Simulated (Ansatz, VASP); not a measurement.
**LaTaTl3: VASP beside Ansatz**

INCAR

```
SYSTEM = LaTaTl3
PREC = Accurate
ENCUT = 600
EDIFF = 1E-6
ISMEAR = 0
SIGMA = 0.1
LREAL = .False.
LASPH = .True.
NELM = 60
ALGO = Fast
ISIF = 3
LWAVE = .False.
LCHARG = .False.
GGA = PE
IBRION = 2
NSW = 100
EDIFFG = -0.01
```

The input KPOINTS:

```
regular mesh
0
Gamma
  8 8 8
  0 0 0
```

File POSCAR:

```
LaTaTl3
1.0
    5.4379695100      0.0000000000      0.0000000000
    0.0000000000      5.4379695100      0.0000000000
    0.0000000000      0.0000000000      5.4379695100
La Ta Tl
1 1 3
Direct
    0.5000000000      0.5000000000      0.5000000000
    0.0000000000      0.0000000000      0.0000000000
    0.5000000000      0.0000000000      0.0000000000
    0.0000000000      0.5000000000      0.0000000000
    0.0000000000      0.0000000000      0.5000000000
```

Input for Ansatz:

```yaml
crystal:
  lattice:
    - [5.43796951, 0.0, 0.0]
    - [0.0, 5.43796951, 0.0]
    - [0.0, 0.0, 5.43796951]
  atoms:
    - { symbol: La, position: [0.5, 0.5, 0.5] }
    - { symbol: Ta, position: [0.0, 0.0, 0.0] }
    - { symbol: Tl, position: [0.5, 0.0, 0.0] }
    - { symbol: Tl, position: [0.0, 0.5, 0.0] }
    - { symbol: Tl, position: [0.0, 0.0, 0.5] }
basis:
  ecutwfc: 420
kpoints:
  mp_grid: { grid: [8, 8, 8] }
hamiltonian:
  xc: pbe
scf:
  occupations: { method: gaussian, width: 0.1 }
output:
  forces: true
  stress: true
  eigenvalues: true
  write_density: true
  write_potential: true
  elf: true
  volumetric_format: npy
relax:
  adjacent_minimum: "off"
  f_tol: 0.01
  max_steps: 80
  cell: { stress_tol: 0.05 }
```

Change from the starting cell: species swapped into the RbCaBr3 type (Pm-3m, No. 221).

Alike in both runs: task relaxation of cell and atoms; functional PBE; k mesh 8 × 8 × 8; occupations gaussian, width 0.1 eV; no spin polarisation.

```csv
,VASP,Ansatz
version,VASP 6.6.1,Ansatz 0.2.0
potentials or method,"VASP PAW PBE potentials, release 64 (La, Ta_pv, Tl_d), cutoff 600 eV","scalar-relativistic, plane waves, PAW"
valence electrons in the cell,61,63
```

VASP gave:

| Property | Result |
| --- | --- |
| gap on the k mesh at the Fermi level, each at its own relaxed structure (eV) | none |
| relaxed volume (Å³/atom) | 31.69 |
| relaxed length of the cell vector where the two differ most in proportion (Å) | 5.411 |

Problem. What did Ansatz give for the same quantities?

Solution. gap on the k mesh at the Fermi level, each at its own relaxed structure (eV): none; relaxed volume (Å³/atom): 31.72; relaxed length of the cell vector where the two differ most in proportion (Å): 5.413.

A gap of «none» marks a metal or a gap that the smearing closes. VASP's potentials hold 61 valence electrons a cell and Ansatz's 63, so a difference there can come from the potentials and not from the codes.

Neither program's run includes spin-orbit coupling.
